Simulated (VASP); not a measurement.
# GeW (rocksalt type) (Fm-3m) in VASP: a series of runs

Runs on GeW (rocksalt type). Level: PBE. Tasks: single point.

Program: VASP 6.6.1. These are calculated values, not measurements. Logs are shortened: lines on timing, memory, paths and dates and some standing lists are left out, and cuts for length are marked.

### Step 1. The cell of the first run

Symmetry: Fm-3m, No. 225, cubic system. Conventional cell: a = 4.099 Å, b = 4.099 Å, c = 4.099 Å, α = 90.00°, β = 90.00°, γ = 90.00°. Within 2.7 Å of W (site symmetry m-3m) lie 6 Ge at 2.05 Å. Ge (site symmetry m-3m) has 6 W at 2.05 Å within 2.7 Å.

### Step 2. Single point, PBE

Input file INCAR:

```
ALGO = Normal
EDIFF = 1E-6
ENCUT = 520
GGA = PE
ISIF = 2
ISMEAR = -1
LASPH = T
LCHARG = F
LREAL = F
LWAVE = F
NBANDS = 21
NELM = 60
PREC = Accurate
SIGMA = 0.05
```

Input file KPOINTS:

```
k-points
0
Gamma
  16 16 16
```

Input file POSCAR:

```
GeW
1.0
    0.0000000000      2.0492981577      2.0492981577
    2.0492981577      0.0000000000      2.0492981577
    2.0492981577      2.0492981577      0.0000000000
W Ge
1 1
Direct
    0.0000000000      0.0000000000      0.0000000000
    0.5000000000      0.5000000000      0.5000000000
```

Potentials or basis: VASP PAW PBE potentials, release 64 (W_sv, Ge_d).

Command:

```console
> cat potpaw_PBE.64/W_sv/POTCAR potpaw_PBE.64/Ge_d/POTCAR > POTCAR
> mpirun -np 1 vasp_std > vasp.out
```

OUTCAR:

```text
EDIFF = 1E-6
   ENCUT = 520
   GGA = PE
   ISIF = 2
   ISMEAR = -1
   LASPH = T
   LREAL = F
   NELM = 60
   PREC = Accurate

 ion  position               nearest neighbor table
   1  0.000  0.000  0.000-   2 2.05   2 2.05   2 2.05   2 2.05   2 2.05   2 2.05
   2  0.500  0.500  0.500-   1 2.05   1 2.05   1 2.05   1 2.05   1 2.05   1 2.05

  LATTYP: Found a face centered cubic cell.
 ALAT       =     4.0985963154

  Lattice vectors:

 A1 = (   0.0000000000,   2.0492981577,   2.0492981577)
 A2 = (   2.0492981577,   0.0000000000,   2.0492981577)
 A3 = (   2.0492981577,   2.0492981577,   0.0000000000)

Analysis of symmetry for initial positions (statically):
=====================================================================
 Subroutine PRICEL returns:
 Original cell was already a primitive cell.

 Routine SETGRP: Setting up the symmetry group for a
 face centered cubic supercell.

 Subroutine GETGRP returns: Found 48 space group operations
 (whereof 48 operations were pure point group operations)
 out of a pool of 48 trial point group operations.

The static configuration has the point symmetry O_h .

Analysis of symmetry for dynamics (positions and initial velocities):
=====================================================================
 Subroutine PRICEL returns:
 Original cell was already a primitive cell.

 Routine SETGRP: Setting up the symmetry group for a
 face centered cubic supercell.

 Subroutine GETGRP returns: Found 48 space group operations
 (whereof 48 operations were pure point group operations)
 out of a pool of 48 trial point group operations.

The dynamic configuration has the point symmetry O_h .

 Subroutine INISYM returns: Found 48 space group operations
 (whereof 48 operations are pure point group operations),
 and found     1 'primitive' translations

----------------------------------------------------------------------------------------

                                     Primitive cell

  volume of cell :      17.2126

  direct lattice vectors                    reciprocal lattice vectors
     0.000000000  2.049298158  2.049298158    -0.243985971  0.243985971  0.243985971
     2.049298158  0.000000000  2.049298158     0.243985971 -0.243985971  0.243985971
     2.049298158  2.049298158  0.000000000     0.243985971  0.243985971 -0.243985971

  length of vectors
     2.898145248  2.898145248  2.898145248     0.422596097  0.422596097  0.422596097
[... 76 lines left out ...]
   LNONCOLLINEAR =      F non collinear calculations
   LSORBIT =      F    spin-orbit coupling
   LASPH  =      T    aspherical Exc in radial PAW
   ENCUT  =  520.0 eV  38.22 Ry    6.18 a.u.   5.39  5.39  5.39*2*pi/ulx,y,z
   NELM   =     60;   NELMIN=  2; NELMDL= -5     # of ELM steps
   EDIFF  = 0.1E-05   stopping-criterion for ELM
   LREAL  =      F    real-space projection
   EDIFFG = 0.1E-04   stopping-criterion for IOM
   NSW    =      0    number of steps for IOM
   IBRION =     -1    ionic relax: 0-MD 1-quasi-New 2-CG
   NFREE  =      0    steps in history (QN), initial steepest desc. (CG)
   ISIF   =      2    stress and relaxation
   ISYM   =      2    0-nonsym 1-usesym 2-fastsym
   POTIM  = 0.5000    time-step for ionic-motion
   TEBEG  =    0.0;   TEEND  =   0.0 temperature during run
   PSTRESS=    0.0 pullay stress
   NELECT =      28.0000    total number of electrons
   NUPDOWN=      -1.0000    fix difference up-down
   EMIN   =  10.00;   EMAX   =-10.00  energy-range for DOS
   EFERMI =   0.00;   METHOD = LEGACY
   ISMEAR =    -1;   SIGMA  =   0.05  broadening in eV -4-tet -1-fermi 0-gaus
   EFERMI_NEDOS =   21; number of points for ismear=-14 and -15
   IALGO  =     38    algorithm
   IMIX   =      4    mixing-type and parameters
     AMIX     =   0.40;   BMIX     =  1.00
     AMIX_MAG =   1.60;   BMIX_MAG =  1.00
  volume/ion in A,a.u.               =       8.61        58.08
  Fermi-wavevector in a.u.,A,eV,Ry     =   1.925362  3.638406 50.437045  3.707018
  Thomas-Fermi vector in A             =   2.958762
   LORBIT       =      0    0 simple, 1 ext, 2 COOP (PROOUT), +10 PAW based schemes
   GGA     = PE    functional components
   LHFCALC =     F    Hartree Fock is set to
   AEXX    =    0.0000 exact exchange contribution
   IVDW    =     0    specifies the selected vdW correction
   LEPSILON=     F    determine dielectric tensor
   LRPA    =     F    only Hartree local field effects (RPA)
 non-spin polarized calculation
  energy-cutoff  :      520.00
  volume of cell :       17.21
 maximum number of plane-waves:       483
 NGX is ok and might be reduce to    24
   NGX = 11   NGY = 11   NGZ = 11

 number of electron      28.0000007 magnetization

 Free energy of the ion-electron system (eV)
  ---------------------------------------------------
  ext. energy  EPLUGINS =         0.00000000
  ---------------------------------------------------
  free energy    TOTEN  =        -0.20976366 eV

  energy without entropy =       -0.20312639  energy(sigma->0) =       -0.20644503

 E-fermi :  21.0269     XC(G=0): -16.6440

 val. band max:       20.9947975864   @ k =   0.3750   0.1250   0.0625
 cond. band min:      21.0459198053   @ k =  -0.3750   0.2500   0.0625
 fundamental gap:      0.0511222188
 Fermi energy:        21.0269001990

 k-point     1 :       0.0000    0.0000    0.0000
  band No.  band energies     occupation
      1     -53.3424      2.00000
      2     -17.8586      2.00000
      3     -17.8586      2.00000
      4     -17.8586      2.00000
      5      -6.4002      2.00000
      6      -6.4002      2.00000
[... 565 lines left out ...]
     20      40.3605      0.00000
     21      43.7402      0.00000

 [... further k-points ...]

------------------------ aborting loop because EDIFF is reached ----------------------------------------

  FORCE on cell =-STRESS in cart. coord.  units (eV):
  Direction    XX          YY          ZZ          XY          YZ          ZX
  --------------------------------------------------------------------------------------
  -------------------------------------------------------------------------------------
  Total       57.9310905     57.9310905     57.9310905      0.0000000      0.0000000     -0.0000000
  in kB     5392.3347097   5392.3347097   5392.3347097      0.0000000      0.0000000     -0.0000000
  external PRESSURE =    5392.3347097 kB  Pullay stress =       0.0000000 kB

 VOLUME and BASIS-vectors are now :
 -----------------------------------------------------------------------------
  energy-cutoff  :      520.00
  volume of cell :       17.21
      direct lattice vectors                 reciprocal lattice vectors
     0.000000000  2.049298158  2.049298158    -0.243985971  0.243985971  0.243985971
     2.049298158  0.000000000  2.049298158     0.243985971 -0.243985971  0.243985971
     2.049298158  2.049298158  0.000000000     0.243985971  0.243985971 -0.243985971

 POSITION                                       TOTAL-FORCE (eV/Angst)
 -----------------------------------------------------------------------------------
      0.00000      0.00000      0.00000        -0.000000     -0.000000     -0.000000
      2.04930      2.04930      2.04930         0.000000      0.000000      0.000000
 -----------------------------------------------------------------------------------
    total drift:                                0.000000     -0.000000      0.000000

  FREE ENERGIE OF THE ION-ELECTRON SYSTEM (eV)
  ---------------------------------------------------
  free  energy   TOTEN  =        -0.2097636598 eV

  energy  without entropy=       -0.2031263914  energy(sigma->0) =       -0.20644503
```

Run time: 30 s. Hardware: 1 thread of Intel Xeon Platinum 8375C at 2.90GHz (Ice Lake), shared host; peak memory 0.18 GiB.

Results:

- Free energy: -0.2098 eV
- Pressure: 539.2 GPa
- Band gap on the k mesh: zero (band 14 reaches 23.65 eV, above the bottom of band 15 at 18.33 eV)

Caveat: spin-orbit coupling is left out, which moves the levels of the heavy elements.

### Step 3. Single point, PBE

Input file INCAR:

```
SYSTEM = GeW
PREC = Accurate ; ENCUT = 520
EDIFF = 1E-6 ; ISMEAR = -1
SIGMA = 0.05 ; LREAL = .FALSE.
LASPH = .TRUE. ; NELM = 60
ALGO = Normal ; ISIF = 2
LWAVE = .FALSE. ; LCHARG = .TRUE.
GGA = PE ; LELF = .TRUE.
LVHAR = .TRUE. ; NBANDS = 21
```

Input file KPOINTS:

```
regular mesh
0
G
  16 16 16
  0 0 0
```

Input file POSCAR:

```
GeW
1.0
    0.0000000000      2.0482312055      2.0482312055
    2.0482312055      0.0000000000      2.0482312055
    2.0482312055      2.0482312055      0.0000000000
W Ge
1 1
Direct
    0.0000000000      0.0000000000      0.0000000000
    0.5000000000      0.5000000000      0.5000000000
```

Potentials or basis: VASP PAW PBE potentials, release 64 (W_sv, Ge_d).

Command:

```console
> cat potpaw_PBE.64/W_sv/POTCAR potpaw_PBE.64/Ge_d/POTCAR > POTCAR
> mpirun -np 1 vasp_std > vasp.out
```

Wall time 30 s (1 thread of Intel Xeon Platinum 8375C at 2.90GHz (Ice Lake), shared host); peak memory 0.18 GiB.

Results (log left out):

| Property | Result |
| --- | --- |
| Free energy | -0.1190 eV |
| Pressure | 542.3 GPa |
| Band gap on the k mesh | zero (band 14 reaches 23.69 eV, above the bottom of band 15 at 18.36 eV) |

Levels at points of the mesh, in eV from the Fermi level:
| k point | band 12 | band 13 | band 14 | band 15 | band 16 | band 17 |
| --- | --- | --- | --- | --- | --- | --- |
| (0.00, 0.00, 0.00) | -4.58 | -4.58 | -1.65 | -1.65 | 4.51 | 4.51 |
| (0.50, 0.00, 0.00) | -8.04 | -8.04 | 0.68 | 0.68 | 4.17 | 5.22 |
| (0.50, 0.50, 0.00) | -5.45 | 0.66 | 0.66 | 0.92 | 2.62 | 2.62 |

Caveat: spin-orbit coupling is left out, which moves the levels of the heavy elements.
